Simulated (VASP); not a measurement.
# NiO (Fm-3m) in VASP: further runs, part 4 of 4

VASP 6.6.1. Earlier steps stand in the parts before.

## 7. Single point, PBE+U, collinear spin

INCAR

```
  ALGO = Normal
  EDIFF = 1E-6
  ENCUT = 520
  GGA = PE
  ISIF = 2
  ISMEAR = -1
  ISPIN = 2
  ISYM = 0
  LASPH = T
  LCHARG = F
  LDAU = T
  LDAUJ = 0 0
  LDAUL = 2 -1
  LDAUPRINT = 1
  LDAUTYPE = 2
  LDAUU = 2.9 0
  LMAXMIX = 4
  LORBIT = 11
  LREAL = F
  LWAVE = F
  MAGMOM = 0.06 0.06 0 0
  NBANDS = 28
  NELM = 150
  PREC = Accurate
  SIGMA = 0.03
```

KPOINTS

```
k-points
0
Gamma
  5 8 7
```

POSCAR

```
NiO
1.0
   -2.0969500000     -4.1939000000     -2.0969500000
   -2.0969500000      0.0000000000     -2.0969500000
    2.0969500000      0.0000000000     -2.0969500000
Ni O
2 2
Direct
    0.0000000000      0.0000000000      0.0000000000
    0.5000000000      0.0000000000      0.5000000000
    0.0000000000      0.5000000000      0.5000000000
    0.5000000000      0.5000000000      0.0000000000
```

Potentials or basis: VASP PAW PBE potentials, release 64 (Ni, O).

On the command line:

```sh
cat potpaw_PBE.64/Ni/POTCAR potpaw_PBE.64/O/POTCAR > POTCAR
mpirun -np 1 vasp_std > vasp.out
```

OUTCAR:

```text
EDIFF = 1E-6
   ENCUT = 520
   GGA = PE
   ISIF = 2
   ISMEAR = -1
   ISPIN = 2
   ISYM = 0
   LASPH = T
   LORBIT = 11
   LREAL = F
   NELM = 150
   PREC = Accurate

 ion  position               nearest neighbor table
   1  0.000  0.000  0.000-   3 2.10   3 2.10   3 2.10   4 2.10   3 2.10   4 2.10   2 2.97   2 2.97
                             2 2.97   2 2.97   2 2.97   2 2.97   2 2.97   2 2.97
   2  0.500  0.000  0.500-   4 2.10   4 2.10   3 2.10   4 2.10   4 2.10   3 2.10   1 2.97   1 2.97
                             1 2.97   1 2.97   1 2.97   1 2.97   1 2.97   1 2.97
   3  0.000  0.500  0.500-   1 2.10   1 2.10   1 2.10   2 2.10   1 2.10   2 2.10
   4  0.500  0.500  0.000-   2 2.10   2 2.10   1 2.10   2 2.10   2 2.10   1 2.10

IMPORTANT INFORMATION: All symmetrisations will be switched off!
NOSYMM: (Re-)initialisation of all symmetry stuff for point group C_1.

----------------------------------------------------------------------------------------

                                     Primitive cell

  volume of cell :      36.8828

  direct lattice vectors                    reciprocal lattice vectors
    -2.096950000 -4.193900000 -2.096950000     0.000000000 -0.238441546  0.000000000
    -2.096950000  0.000000000 -2.096950000    -0.238441546  0.238441546 -0.238441546
     2.096950000  0.000000000 -2.096950000     0.238441546  0.000000000 -0.238441546

  length of vectors
     5.136457516  2.965535130  2.965535130     0.238441546  0.412992872  0.337207268

  position of ions in fractional coordinates (direct lattice)
     0.000000000  0.000000000  0.000000000
     0.500000000  0.000000000  0.500000000
     0.000000000  0.500000000  0.500000000
     0.500000000  0.500000000  0.000000000

  ion indices of the primitive-cell ions
   primitive index   ion index
                 1           1
                 2           2
                 3           3
                 4           4

----------------------------------------------------------------------------------------

 KPOINTS: k-points

Automatic generation of k-mesh.
 Grid dimensions read from file:
 generate k-points for:    5    8    7

 Generating k-lattice:

  Cartesian coordinates                     Fractional coordinates (reciprocal lattice)
     0.000000000 -0.047688309  0.000000000     0.200000000  0.000000000  0.000000000
    -0.029805193  0.029805193 -0.029805193     0.000000000  0.125000000  0.000000000
     0.034063078  0.000000000 -0.034063078     0.000000000  0.000000000  0.142857143

  Length of vectors
     0.047688309  0.051624109  0.048172467

  Shift w.r.t. Gamma in fractional coordinates (k-lattice)
     0.000000000  0.000000000  0.000000000

 -----------------------------------------------------------------------------
|                                                                             |
|           W    W    AA    RRRRR   N    N  II  N    N   GGGG   !!!           |
|           W    W   A  A   R    R  NN   N  II  NN   N  G    G  !!!           |
[... 144 lines left out ...]

atom =   2  type =  1  l = 2

 onsite density matrix

spin component  1

  0.9648  0.0004 -0.0001  0.0000 -0.0004
  0.0004  0.9648 -0.0002  0.0000 -0.0003
 -0.0001 -0.0002  0.6638  0.0003 -0.0005
  0.0000  0.0000  0.0003  0.9647  0.0006
 -0.0004 -0.0003 -0.0005  0.0006  0.6639

spin component  2

  0.9648  0.0004 -0.0001  0.0000 -0.0004
  0.0004  0.9648 -0.0003  0.0000 -0.0003
 -0.0001 -0.0003  0.6637  0.0003  0.0008
  0.0000  0.0000  0.0003  0.9647  0.0005
 -0.0004 -0.0003  0.0008  0.0005  0.6640

 occupancies and eigenvectors

  o =  0.6631  v =  0.0000  0.0000  0.0000  0.0000  0.0000 -0.0005  0.0001  0.7704  0.0003 -0.6375      0.0000  0.0000  0.0000  0.0000  0.0000  0.0000  0.0000  0.0000  0.0000  0.0000
  o =  0.6634  v = -0.0011 -0.0012 -0.7413  0.0021 -0.6712  0.0000  0.0000  0.0000  0.0000  0.0000      0.0000  0.0000  0.0000  0.0000  0.0000  0.0000  0.0000  0.0000  0.0000  0.0000
  o =  0.6643  v =  0.0006  0.0001 -0.6712 -0.0007  0.7413  0.0000  0.0000  0.0000  0.0000  0.0000      0.0000  0.0000  0.0000  0.0000  0.0000  0.0000  0.0000  0.0000  0.0000  0.0000
  o =  0.6647  v =  0.0000  0.0000  0.0000  0.0000  0.0000  0.0012  0.0012  0.6375 -0.0021  0.7704      0.0000  0.0000  0.0000  0.0000  0.0000  0.0000  0.0000  0.0000  0.0000  0.0000
  o =  0.9644  v = -0.7069  0.7073 -0.0003 -0.0002  0.0002  0.0000  0.0000  0.0000  0.0000  0.0000      0.0000  0.0000  0.0000  0.0000  0.0000  0.0000  0.0000  0.0000  0.0000  0.0000
  o =  0.9644  v =  0.0000  0.0000  0.0000  0.0000  0.0000  0.7068 -0.7074  0.0004 -0.0009 -0.0002      0.0000  0.0000  0.0000  0.0000  0.0000  0.0000  0.0000  0.0000  0.0000  0.0000
  o =  0.9647  v =  0.0729  0.0726 -0.0012 -0.9947 -0.0020  0.0000  0.0000  0.0000  0.0000  0.0000      0.0000  0.0000  0.0000  0.0000  0.0000  0.0000  0.0000  0.0000  0.0000  0.0000
  o =  0.9647  v =  0.0000  0.0000  0.0000  0.0000  0.0000 -0.0802 -0.0815  0.0012  0.9934  0.0020      0.0000  0.0000  0.0000  0.0000  0.0000  0.0000  0.0000  0.0000  0.0000  0.0000
  o =  0.9651  v =  0.0000  0.0000  0.0000  0.0000  0.0000  0.7029  0.7021 -0.0007  0.1143 -0.0013      0.0000  0.0000  0.0000  0.0000  0.0000  0.0000  0.0000  0.0000  0.0000  0.0000
  o =  0.9651  v = -0.7035 -0.7032  0.0007 -0.1029  0.0013  0.0000  0.0000  0.0000  0.0000  0.0000      0.0000  0.0000  0.0000  0.0000  0.0000  0.0000  0.0000  0.0000  0.0000  0.0000

 number of electron      31.9999986 magnetization       0.0010299

 Free energy of the ion-electron system (eV)
  ---------------------------------------------------
  ext. energy  EPLUGINS =         0.00000000
  ---------------------------------------------------
  free energy    TOTEN  =       -19.46494772 eV

  energy without entropy =      -19.45539098  energy(sigma->0) =      -19.46016935

 E-fermi :   7.4471     XC(G=0): -12.5834

 val. band max:        7.4432931910   @ k =   0.4000  -0.3750   0.1429
 cond. band min:       7.4472226404   @ k =   0.2000   0.0000   0.2857
 fundamental gap:      0.0039294494
 Fermi energy:         7.4470716858

 spin component 1

 k-point     1 :       0.0000    0.0000    0.0000
  band No.  band energies     occupation
      1     -12.7293      1.00000
      2     -11.3858      1.00000
      3       0.7933      1.00000
      4       3.2902      1.00000
      5       3.2927      1.00000
      6       3.9088      1.00000
[... 1481 lines left out ...]
     27      25.3297      0.00000
     28      26.1969      0.00000

 [... further k-points ...]

------------------------ aborting loop because EDIFF is reached ----------------------------------------

  FORCE on cell =-STRESS in cart. coord.  units (eV):
  Direction    XX          YY          ZZ          XY          YZ          ZX
  --------------------------------------------------------------------------------------
  -------------------------------------------------------------------------------------
  Total       -1.9163543     -1.9705601     -1.9162794     -0.0094128     -0.0094060      0.0269406
  in kB      -83.2457692    -85.6004492    -83.2425163     -0.4088880     -0.4085937      1.1702893
  external PRESSURE =     -84.0295782 kB  Pullay stress =       0.0000000 kB

 VOLUME and BASIS-vectors are now :
 -----------------------------------------------------------------------------
  energy-cutoff  :      520.00
  volume of cell :       36.88
      direct lattice vectors                 reciprocal lattice vectors
    -2.096950000 -4.193900000 -2.096950000     0.000000000 -0.238441546  0.000000000
    -2.096950000  0.000000000 -2.096950000    -0.238441546  0.238441546 -0.238441546
     2.096950000  0.000000000 -2.096950000     0.238441546  0.000000000 -0.238441546

 POSITION                                       TOTAL-FORCE (eV/Angst)
 -----------------------------------------------------------------------------------
      0.00000      0.00000      0.00000         0.000000     -0.000000      0.000000
      0.00000     -2.09695     -2.09695        -0.000000     -0.000000     -0.000000
      0.00000      0.00000     -2.09695         0.000000      0.000000     -0.000000
     -2.09695     -2.09695     -2.09695        -0.000000      0.000000      0.000000
 -----------------------------------------------------------------------------------
    total drift:                               -0.000000      0.000000     -0.000000

  FREE ENERGIE OF THE ION-ELECTRON SYSTEM (eV)
  ---------------------------------------------------
  free  energy   TOTEN  =       -19.4649477210 eV

  energy  without entropy=      -19.4553909754  energy(sigma->0) =      -19.46016935

 total charge

# of ion       s       p       d       tot
------------------------------------------
    1        0.313   0.371   8.417   9.101
    2        0.313   0.371   8.417   9.101
    3        1.575   3.347   0.000   4.921
    4        1.575   3.346   0.000   4.921
--------------------------------------------------
tot          3.775   7.436  16.835  28.046

 magnetization (x)

# of ion       s       p       d       tot
------------------------------------------
    1        0.000   0.000   0.002   0.002
    2        0.000  -0.000  -0.000  -0.000
    3        0.000  -0.000   0.000  -0.000
    4        0.000   0.000   0.000   0.000
--------------------------------------------------
tot          0.000   0.000   0.002   0.002
```

It took 19 min on 1 thread of Oxide Virtual Turin-like, shared host; peak memory 0.29 GiB.

What came out:

| Property | Result |
| --- | --- |
| Free energy | -19.4649 eV |
| Pressure | -8.4 GPa |
| Band gap on the k mesh | zero (filled and empty bands overlap) |
| Net moment | 0.00 μB per cell |
| Valence electrons inside the program's atomic spheres | Ni 9.10; O 4.92 |

Eigenvalues of the final occupation matrices:
```tsv
site	spin	trace	eigenvalues
site 1 d	1	4.22	0.66 0.66 0.96 0.96 0.97
site 1 d	2	4.22	0.66 0.66 0.96 0.96 0.97
site 2 d	1	4.22	0.66 0.66 0.96 0.96 0.97
site 2 d	2	4.22	0.66 0.66 0.96 0.96 0.97
```

Caveat: the cell stands under tension.

## 8. Overview

```csv
spin,gap on the mesh (eV),pressure (GPa),moment (μB)
"collinear, ferromagnetic start",0.83,3.3,4.00
collinear,none,-8.4,0.00
"collinear, antiferromagnetic start",0.90,3.6,0.00
```

Alike in all rows: task single point; level PBE+U; potentials or basis VASP PAW PBE potentials, release 64 (Ni, O); Ni d U = 2.9 eV; cell as given; k mesh 5 × 8 × 7; cutoff (eV) 520; smearing fermi-dirac 0.03 eV.

Caveats: the cell stands under pressure (at least some runs); the cell stands under tension (at least some runs).

Absolute energies hang on the potentials; compare differences alone.

The gap in the log of VASP goes by the Fermi energy; the results here count the filled bands.